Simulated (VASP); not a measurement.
# MgO (P6_3/mmc) in VASP: a series of runs, part 2 of 2

VASP 6.6.1.

## 3. Relaxation of cell and atoms, r2SCAN

POSCAR reads:

```
MgO
1.0
    2.9580674115      0.0000000000      0.0000000000
   -1.4790337058      2.5617615245      0.0000000000
    0.0000000000      0.0000000000      5.1566988608
Mg O
2 2
Direct
    0.0000000000      0.0000000000      0.0000000000
    0.0000000000      0.0000000000      0.5000000000
    0.3333333333      0.6666666667      0.2500000000
    0.6666666667      0.3333333333      0.7500000000
```

INCAR.step1 reads:

```
PREC     = Accurate       # precision mode
ENCUT    = 600            # plane-wave cutoff, eV
ISMEAR   = -1             # smearing method
SIGMA    = 0.02           # smearing width, eV
LREAL    = False          # projectors in reciprocal space
LASPH    = True           # aspherical terms in the spheres
NELM     = 60             # most SCF steps
GGA      = PE             # functional
ALGO     = Normal         # electronic algorithm
EDIFF    = 1E-4           # SCF threshold, eV
LWAVE    = True           # write WAVECAR
LCHARG   = False          # write CHGCAR
```

INCAR.step2 reads:

```
PREC     = Accurate       # precision mode
ENCUT    = 600            # plane-wave cutoff, eV
EDIFF    = 1E-6           # SCF threshold, eV
ISMEAR   = -1             # smearing method
SIGMA    = 0.02           # smearing width, eV
LREAL    = False          # projectors in reciprocal space
LASPH    = True           # aspherical terms in the spheres
NELM     = 60             # most SCF steps
ALGO     = Normal         # electronic algorithm
ISIF     = 3              # what is computed and relaxed
LWAVE    = False          # write WAVECAR
LCHARG   = False          # write CHGCAR
METAGGA  = R2SCAN         # meta-GGA
LMIXTAU  = True         
IBRION   = 2              # ionic algorithm
NSW      = 80             # ionic steps
EDIFFG   = -0.005         # ionic threshold
ISTART   = 1
```

KPOINTS reads:

```
regular mesh
0
Gamma
  12 12 4
```

Potentials or basis: VASP PAW PBE potentials, release 64 (Mg, O).

On the command line:

```
$ cat potpaw_PBE.64/Mg/POTCAR potpaw_PBE.64/O/POTCAR > POTCAR
$ cp INCAR.step1 INCAR
$ mpirun -np 1 vasp_std > vasp.out
$ cp INCAR.step2 INCAR
$ mpirun -np 1 vasp_std > vasp.out
```

OUTCAR:

```text
PREC = Accurate
   ENCUT = 600
   EDIFF = 1E-6
   ISMEAR = -1
   LREAL = False
   LASPH = True
   NELM = 60
   ISIF = 3
   METAGGA = R2SCAN
   IBRION = 2
   NSW = 80
   EDIFFG = -0.005
   ISTART = 1

 ion  position               nearest neighbor table
   1  0.000  0.000  0.000-   3 2.14   4 2.14   4 2.14   3 2.14   4 2.14   3 2.14   2 2.58   2 2.58

   2  0.000  0.000  0.500-   3 2.14   4 2.14   4 2.14   3 2.14   4 2.14   3 2.14   1 2.58   1 2.58

   3  0.333  0.667  0.250-   1 2.14   2 2.14   1 2.14   2 2.14   1 2.14   2 2.14
   4  0.667  0.333  0.750-   1 2.14   2 2.14   1 2.14   2 2.14   1 2.14   2 2.14

  LATTYP: Found a hexagonal cell.
 ALAT       =     2.9580674115
 C/A-ratio  =     1.7432661746

  Lattice vectors:

 A1 = (   2.9580674115,   0.0000000000,   0.0000000000)
 A2 = (  -1.4790337058,   2.5617615245,   0.0000000000)
[... 432 lines left out ...]
      3      -2.0320      2.00000
      4       2.4087      2.00000
      5       2.4087      2.00000
      6       2.4325      2.00000
      7       2.9516      2.00000
      8       2.9516      2.00000
      9       8.3515      0.00000
     10      12.0659      0.00000
     11      15.9677      0.00000
     12      17.0014      0.00000
[... 331 lines left out ...]
 k-point    24 :       0.3333   -0.0000    0.2500
  band No.  band energies     occupation
      1     -14.4537      2.00000
      2     -14.0495      2.00000
      3      -0.9805      2.00000
      4      -0.4722      2.00000
      5       0.4074      2.00000
      6       1.8098      2.00000
      7       1.9199      2.00000
      8       2.2922      2.00000
      9      11.7717      0.00000
     10      13.9373      0.00000
     11      14.6972      0.00000
     12      16.0973      0.00000

 [... further k-points ...]

------------------------ aborting loop because EDIFF is reached ----------------------------------------

  FORCE on cell =-STRESS in cart. coord.  units (eV):
  Direction    XX          YY          ZZ          XY          YZ          ZX
  --------------------------------------------------------------------------------------
  -------------------------------------------------------------------------------------
  Total        0.0076744      0.0076744      0.0104243     -0.0000000      0.0000000      0.0000000
  in kB        0.3290300      0.3290300      0.4469292     -0.0000000      0.0000000      0.0000000
  external PRESSURE =       0.3683297 kB  Pullay stress =       0.0000000 kB
[... 19 lines left out ...]
  FREE ENERGIE OF THE ION-ELECTRON SYSTEM (eV)
  ---------------------------------------------------
  free  energy   TOTEN  =       -31.6970350093 eV

  energy  without entropy=      -31.6970350093  energy(sigma->0) =      -31.69703501

 reached required accuracy - stopping structural energy minimisation
```

OUTCAR.step1:

```text
PREC = Accurate
   ENCUT = 600
   ISMEAR = -1
   LREAL = False
   LASPH = True
   NELM = 60
[... 592 lines left out ...]
      0.00000      0.00000      2.57835         0.000000      0.000000     -0.000000
     -0.00000      1.70784      1.28917         0.000000     -0.000000     -0.000000
      1.47903      0.85392      3.86752        -0.000000      0.000000      0.000000
 -----------------------------------------------------------------------------------
    total drift:                               -0.000000      0.000000     -0.000000

  FREE ENERGIE OF THE ION-ELECTRON SYSTEM (eV)
  ---------------------------------------------------
  free  energy   TOTEN  =       -23.2300190495 eV

  energy  without entropy=      -23.2300190495  energy(sigma->0) =      -23.23001905
```

OSZICAR.step1:

```text
N       E                     dE             d eps       ncg     rms          rms(c)
DAV:   1     0.732837252626E+02    0.73284E+02   -0.89795E+03  1432   0.136E+03
DAV:   2    -0.220173217939E+02   -0.95301E+02   -0.86919E+02  1884   0.248E+02
DAV:   3    -0.263118714164E+02   -0.42945E+01   -0.42746E+01  1748   0.565E+01
DAV:   4    -0.263365679302E+02   -0.24697E-01   -0.24691E-01  1504   0.486E+00
DAV:   5    -0.263367184606E+02   -0.15053E-03   -0.15052E-03  1684   0.373E-01    0.101E+01
DAV:   6    -0.232506398281E+02    0.30861E+01   -0.12064E+01  1632   0.300E+01    0.324E+00
DAV:   7    -0.232438773928E+02    0.67624E-02   -0.34340E-01  1460   0.454E+00    0.201E+00
DAV:   8    -0.232350349661E+02    0.88424E-02   -0.98117E-02  1420   0.415E+00    0.537E-01
DAV:   9    -0.232297519464E+02    0.52830E-02   -0.24505E-02  1720   0.143E+00    0.942E-02
DAV:  10    -0.232300304991E+02   -0.27855E-03   -0.62202E-04  1396   0.250E-01    0.433E-02
DAV:  11    -0.232300190495E+02    0.11450E-04   -0.54482E-05   792   0.789E-02
   1 F= -.23230019E+02 E0= -.23230019E+02  d E =-.683039E-12
```

It took 11 min on 1 thread of Intel Xeon 8259CL, shared host; peak memory 0.2 GiB.

What came out:

```yaml
Free_energy: -31.6970 eV
Relaxed_volume: 9.34 Å³/atom
Relaxed_cell: a = 2.915 Å, b = 2.915 Å, c = 5.078 Å, α = 90.00°, β = 90.00°, γ = 120.00°
Space_group_after_relaxing_to_0.1_Å: P6_3/mmc (No. 194)
Energy_gained_by_relaxing: 9.3 meV/atom
Ionic_steps: 7
Pressure_after_relaxing: 0.0 GPa
Band_gap_on_the_k_mesh: 5.40 eV
```

Step by step:
| step | energy change (eV) | largest force (eV/Å) | pressure (GPa) | volume (Å³) |
| --- | --- | --- | --- | --- |
| 1 | 0.0000 | 0.0000 | -6.69 | 39.08 |
| 2 | -0.0323 | 0.0000 | 2.61 | 36.81 |
| 3 | -0.0371 | 0.0000 | 0.00 | 37.38 |
| 4 | -0.0370 | 0.0000 | -0.15 | 37.41 |
| 5 | -0.0371 | 0.0000 | -0.12 | 37.40 |
| 6 | -0.0371 | 0.0000 | -0.12 | 37.41 |
| 7 | -0.0371 | 0.0000 | 0.04 | 37.37 |

Final structure:
```
Mg O
1.0
     2.91502    0.00000    0.00000
    -1.45751    2.52448    0.00000
     0.00000    0.00000    5.07814
Mg O
2 2
Direct
  0.00000 0.00000 0.00000
  0.00000 0.00000 0.50000
  0.33333 0.66667 0.25000
  0.66667 0.33333 0.75000
```

Levels at points of the mesh, in eV from the valence-band top:
```csv
k point,band 5,band 6,band 7,band 8,band 9,band 10,band 11,band 12
"(0.00, 0.00, 0.00)",-0.54,-0.52,0.00,0.00,5.40,9.11,13.02,14.05
"(0.50, 0.00, 0.00)",-2.70,-1.62,-1.27,-0.75,9.44,10.58,11.45,12.95
"(0.00, 0.00, 0.50)",-0.28,-0.28,-0.28,-0.28,7.88,7.88,13.03,13.03
"(0.50, 0.00, 0.50)",-1.58,-1.58,-1.02,-1.02,9.71,9.71,11.93,11.93
```

Caveat: the PAW data sets were made with another functional, which shifts forces and pressure a little.
